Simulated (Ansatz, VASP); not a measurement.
# InSb3 in VASP and in Ansatz

```
In Sb
1.0
     4.94951    0.00000    0.00000
     0.00000    4.94951    0.00000
     0.00000    0.00000    4.55355
In Sb
1 3
Direct
  0.00000 0.00000 0.00000
  0.50000 0.00000 0.50000
  0.00000 0.50000 0.50000
  0.50000 0.50000 0.00000
```

Alike in both runs: task single point; functional PBE; k mesh 12 × 12 × 12; occupations gaussian, width 0.15 eV; no spin polarisation.

|  | VASP | Ansatz |
| --- | --- | --- |
| version | VASP 6.6.1 | Ansatz 0.2.0 |
| potentials or method | VASP PAW PBE potentials, release 64 (In_d, Sb), cutoff 520 eV | scalar-relativistic, plane waves, PAW |
| valence electrons in the cell | 28 | 58 |

```csv
,VASP,Ansatz,Ansatz less VASP
gap on the k mesh at the Fermi level (eV),none,none,-
pressure (GPa),-0.1,0.0,+0.09
"traceless stress, the component that is largest in VASP (GPa)",-0.05,-0.05,0.000
```

A gap of «none» marks a metal or a gap that the smearing closes. VASP's potentials hold 28 valence electrons a cell and Ansatz's 58, so a difference there can come from the potentials and not from the codes.

Spin-orbit coupling is off throughout.
